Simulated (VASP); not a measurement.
# Pb (P6_3/mmc) in VASP: further runs, part 3 of 3

VASP 6.6.1. Earlier steps stand in the parts before.

## (5) Single point, PBE (volume scaled by 0.94)

Contents of INCAR:

```
SYSTEM = Pb
  PREC = Accurate
  ENCUT = 520
  EDIFF = 1E-6
  ISMEAR = -1
  SIGMA = 0.05
  LREAL = .FALSE.
  LASPH = .TRUE.
  NELM = 60
  ALGO = Normal
  ISIF = 2
  LWAVE = .FALSE.
  LCHARG = .FALSE.
  GGA = PE
  NBANDS = 21
```

Contents of KPOINTS:

```
regular mesh
0
G
  12 12 7
  0 0 0
```

Contents of POSCAR:

```
Pb
1.0
    3.4089603348      0.0000000000      0.0000000000
   -1.7044801674      2.9522462504      0.0000000000
    0.0000000000      0.0000000000      5.4758863477
Pb
2
Direct
    0.3333333333      0.6666666667      0.2500000000
    0.6666666667      0.3333333333      0.7500000000
```

Potentials or basis: VASP PAW PBE potentials, release 64 (Pb_d).

Command:

```bash
$ cat potpaw_PBE.64/Pb_d/POTCAR > POTCAR
$ mpirun -np 1 vasp_std > vasp.out
```

OUTCAR:

```text
SYSTEM = Pb
   PREC = Accurate
   ENCUT = 520
   EDIFF = 1E-6
   ISMEAR = -1
   LREAL = .FALSE.
   LASPH = .TRUE.
   NELM = 60
   ISIF = 2
   GGA = PE

 ion  position               nearest neighbor table
   1  0.333  0.667  0.250-   2 3.37   2 3.37   2 3.37   2 3.37   2 3.37   2 3.37
   2  0.667  0.333  0.750-   1 3.37   1 3.37   1 3.37   1 3.37   1 3.37   1 3.37

  LATTYP: Found a hexagonal cell.
 ALAT       =     3.4089603348
 C/A-ratio  =     1.6063215203

  Lattice vectors:

 A1 = (   3.4089603348,   0.0000000000,   0.0000000000)
 A2 = (  -1.7044801674,   2.9522462504,   0.0000000000)
 A3 = (   0.0000000000,   0.0000000000,   5.4758863477)

Analysis of symmetry for initial positions (statically):
=====================================================================
 Subroutine PRICEL returns:
 Original cell was already a primitive cell.

 Routine SETGRP: Setting up the symmetry group for a
 hexagonal supercell.

 Subroutine GETGRP returns: Found 24 space group operations
 (whereof 12 operations were pure point group operations)
 out of a pool of 24 trial point group operations.

The static configuration has the point symmetry D_3d.
 The point group associated with its full space group is D_6h.

Analysis of symmetry for dynamics (positions and initial velocities):
=====================================================================
 Subroutine PRICEL returns:
 Original cell was already a primitive cell.

 Routine SETGRP: Setting up the symmetry group for a
 hexagonal supercell.

 Subroutine GETGRP returns: Found 24 space group operations
 (whereof 12 operations were pure point group operations)
 out of a pool of 24 trial point group operations.

The dynamic configuration has the point symmetry D_3d.
 The point group associated with its full space group is D_6h.

 Subroutine INISYM returns: Found 24 space group operations
 (whereof 12 operations are pure point group operations),
 and found     1 'primitive' translations

----------------------------------------------------------------------------------------

                                     Primitive cell

  volume of cell :      55.1098

  direct lattice vectors                    reciprocal lattice vectors
     3.408960335  0.000000000  0.000000000     0.293344569  0.169362566  0.000000000
    -1.704480167  2.952246250  0.000000000     0.000000000  0.338725132  0.000000000
     0.000000000  0.000000000  5.475886348     0.000000000  0.000000000  0.182618838

  length of vectors
     3.408960335  3.408960335  5.475886348     0.338725132  0.338725132  0.182618838

  position of ions in fractional coordinates (direct lattice)
     0.333333333  0.666666667  0.250000000
     0.666666667  0.333333333  0.750000000

  ion indices of the primitive-cell ions
   primitive index   ion index
                 1           1
                 2           2

----------------------------------------------------------------------------------------

 KPOINTS: regular mesh

Automatic generation of k-mesh.
 Grid dimensions read from file:
 generate k-points for:   12   12    7

 Generating k-lattice:

  Cartesian coordinates                     Fractional coordinates (reciprocal lattice)
     0.024445381  0.014113547  0.000000000     0.083333333  0.000000000  0.000000000
     0.000000000  0.028227094  0.000000000     0.000000000  0.083333333  0.000000000
     0.000000000  0.000000000  0.026088405     0.000000000  0.000000000  0.142857143

  Length of vectors
     0.028227094  0.028227094  0.026088405

  Shift w.r.t. Gamma in fractional coordinates (k-lattice)
     0.000000000  0.000000000  0.000000000

 Subroutine IBZKPT returns following result:
 ===========================================

 Found     76 irreducible k-points:

 Following reciprocal coordinates:
            Coordinates               Weight
  0.000000  0.000000  0.000000      1.000000
  0.083333  0.000000  0.000000      6.000000
  0.166667  0.000000  0.000000      6.000000
  0.250000  0.000000  0.000000      6.000000
  0.333333  0.000000  0.000000      6.000000
  0.416667  0.000000  0.000000      6.000000
[... 16 lines left out ...]
  0.250000  0.000000  0.142857     12.000000
  0.333333  0.000000  0.142857     12.000000
 [... further k-points ...]
   k-points           NKPTS =     76   k-points in BZ     NKDIM =     76   number of bands    NBANDS=     21
   number of dos      NEDOS =    301   number of ions     NIONS =      2
   total plane-waves  NPLWV =  32928
   dimension x,y,z NGX =    28 NGY =   28 NGZ =   42
   dimension x,y,z NGXF=    56 NGYF=   56 NGZF=   84
   ions per type =               2
   NGX,Y,Z   is equivalent  to a cutoff of  13.65, 13.65, 12.75 a.u.
   NGXF,Y,Z  is equivalent  to a cutoff of  27.31, 27.31, 25.50 a.u.
 SYSTEM =  Pb
   PREC   = accura    normal or accurate (medium, high low for compatibility)
   ISTART =      0    job   : 0-new  1-cont  2-samecut
   ICHARG =      2    charge: 1-file 2-atom 10-const
   ISPIN  =      1    spin polarized calculation?
   LNONCOLLINEAR =      F non collinear calculations
   LSORBIT =      F    spin-orbit coupling
   LASPH  =      T    aspherical Exc in radial PAW
   ENCUT  =  520.0 eV  38.22 Ry    6.18 a.u.   6.34  6.34 10.18*2*pi/ulx,y,z
   NELM   =     60;   NELMIN=  2; NELMDL= -5     # of ELM steps
   EDIFF  = 0.1E-05   stopping-criterion for ELM
   LREAL  =      F    real-space projection
   EDIFFG = 0.1E-04   stopping-criterion for IOM
   NSW    =      0    number of steps for IOM
   IBRION =     -1    ionic relax: 0-MD 1-quasi-New 2-CG
   NFREE  =      0    steps in history (QN), initial steepest desc. (CG)
   ISIF   =      2    stress and relaxation
   ISYM   =      2    0-nonsym 1-usesym 2-fastsym
   POTIM  = 0.5000    time-step for ionic-motion
   TEBEG  =    0.0;   TEEND  =   0.0 temperature during run
   PSTRESS=    0.0 pullay stress
   NELECT =      28.0000    total number of electrons
   NUPDOWN=      -1.0000    fix difference up-down
   EMIN   =  10.00;   EMAX   =-10.00  energy-range for DOS
   EFERMI =   0.00;   METHOD = LEGACY
   ISMEAR =    -1;   SIGMA  =   0.05  broadening in eV -4-tet -1-fermi 0-gaus
   EFERMI_NEDOS =   21; number of points for ismear=-14 and -15
   IALGO  =     38    algorithm
   IMIX   =      4    mixing-type and parameters
     AMIX     =   0.40;   BMIX     =  1.00
     AMIX_MAG =   1.60;   BMIX_MAG =  1.00
  volume/ion in A,a.u.               =      27.55       185.95
  Fermi-wavevector in a.u.,A,eV,Ry     =   1.306325  2.468596 23.218133  1.706485
  Thomas-Fermi vector in A             =   2.437134
   LORBIT       =      0    0 simple, 1 ext, 2 COOP (PROOUT), +10 PAW based schemes
   GGA     = PE    functional components
[... 5 lines left out ...]
 non-spin polarized calculation
  energy-cutoff  :      520.00
  volume of cell :       55.11
 maximum number of plane-waves:      1508
 NGX is ok and might be reduce to    28
   NGX = 13   NGY = 13   NGZ = 21

 number of electron      27.9999996 magnetization

 Free energy of the ion-electron system (eV)
  ---------------------------------------------------
  ext. energy  EPLUGINS =         0.00000000
  ---------------------------------------------------
  free energy    TOTEN  =        -6.89832344 eV

  energy without entropy =       -6.88917984  energy(sigma->0) =       -6.89375164

 E-fermi :   8.4042     XC(G=0): -10.6558

 val. band max:        8.3918509316   @ k =   0.0000   0.0000   0.4286
 cond. band min:       8.4169724883   @ k =   0.3333   0.2500   0.0000
 fundamental gap:      0.0251215566
 Fermi energy:         8.4041699418

 k-point     1 :       0.0000    0.0000    0.0000
  band No.  band energies     occupation
      1      -8.8230      2.00000
      2      -8.7530      2.00000
      3      -8.7275      2.00000
      4      -8.7275      2.00000
      5      -8.6966      2.00000
      6      -8.6966      2.00000
[... 13 lines left out ...]
     20      17.5440      0.00000
     21      20.0724      0.00000

 k-point     2 :       0.0833    0.0000    0.0000
  band No.  band energies     occupation
      1      -8.8150      2.00000
      2      -8.7631      2.00000
      3      -8.7094      2.00000
      4      -8.7068      2.00000
      5      -8.6933      2.00000
      6      -8.6768      2.00000
[... 13 lines left out ...]
     20      18.3405      0.00000
     21      19.4830      0.00000
[... 487 lines left out ...]
      5      -8.6637      2.00000
      6      -8.5853      2.00000
[... 13 lines left out ...]
     20      17.4827      0.00000
     21      18.5541      0.00000

 k-point    24 :       0.3333    0.0000    0.1429
  band No.  band energies     occupation
      1      -8.9077      2.00000
      2      -8.8082      2.00000
      3      -8.7553      2.00000
      4      -8.7249      2.00000
      5      -8.6272      2.00000
      6      -8.5897      2.00000
[... 13 lines left out ...]
     20      16.8882      0.00000
     21      19.1317      0.00000

 [... further k-points ...]
[... 5 lines left out ...]
  --------------------------------------------------------------------------------------
  -------------------------------------------------------------------------------------
  Total        2.8121882      2.8121882      2.6035759     -0.0000000      0.0000000      0.0000000
  in kB       81.7571991     81.7571991     75.6923294     -0.0000000      0.0000000      0.0000000
  external PRESSURE =      79.7355758 kB  Pullay stress =       0.0000000 kB

 VOLUME and BASIS-vectors are now :
 -----------------------------------------------------------------------------
  energy-cutoff  :      520.00
  volume of cell :       55.11
      direct lattice vectors                 reciprocal lattice vectors
     3.408960335  0.000000000  0.000000000     0.293344569  0.169362566  0.000000000
    -1.704480167  2.952246250  0.000000000     0.000000000  0.338725132  0.000000000
     0.000000000  0.000000000  5.475886348     0.000000000  0.000000000  0.182618838

 POSITION                                       TOTAL-FORCE (eV/Angst)
 -----------------------------------------------------------------------------------
     -0.00000      1.96816      1.36897        -0.000000      0.000000      0.000000
      1.70448      0.98408      4.10691         0.000000     -0.000000      0.000000
 -----------------------------------------------------------------------------------
    total drift:                               -0.000000      0.000000      0.000000

  FREE ENERGIE OF THE ION-ELECTRON SYSTEM (eV)
  ---------------------------------------------------
  free  energy   TOTEN  =        -6.8983234404 eV

  energy  without entropy=       -6.8891798437  energy(sigma->0) =       -6.89375164
```

Run time: 62 s. Hardware: 1 thread of Intel Xeon Platinum 8259CL at 2.50GHz (Skylake/Cascade Lake), shared host; peak memory 0.21 GiB.

What came out:

```
Free energy            : -6.8983 eV
Pressure               : 8.0 GPa
Band gap on the k mesh : zero (band 14 reaches 14.41 eV, above the bottom of band 15 at 6.21 eV)
```

Caveat: spin-orbit coupling is left out, which moves the levels of the heavy elements.

## (6) The runs side by side

```csv
cell,gap on the mesh (eV),pressure (GPa)
"a = 3.480, b = 3.480, c = 5.534 Å, angles 90.0, 90.0, 120.0°, 2 atoms",none,4.4
"a = 3.480, b = 3.480, c = 5.702 Å, angles 90.0, 90.0, 120.0°, 2 atoms",none,3.0
"a = 3.550, b = 3.550, c = 5.590 Å, angles 90.0, 90.0, 120.0°, 2 atoms",none,1.8
"a = 3.409, b = 3.409, c = 5.476 Å, angles 90.0, 90.0, 120.0°, 2 atoms",none,8.0
```

Alike in all rows: task single point; level PBE; potentials or basis VASP PAW PBE potentials, release 64 (Pb_d); no spin polarisation; k mesh 12 × 12 × 7; cutoff (eV) 520; smearing fermi-dirac 0.05 eV.

Caveats: spin-orbit coupling is left out, which moves the levels of the heavy elements.

Absolute energies hang on the potentials; compare differences alone.
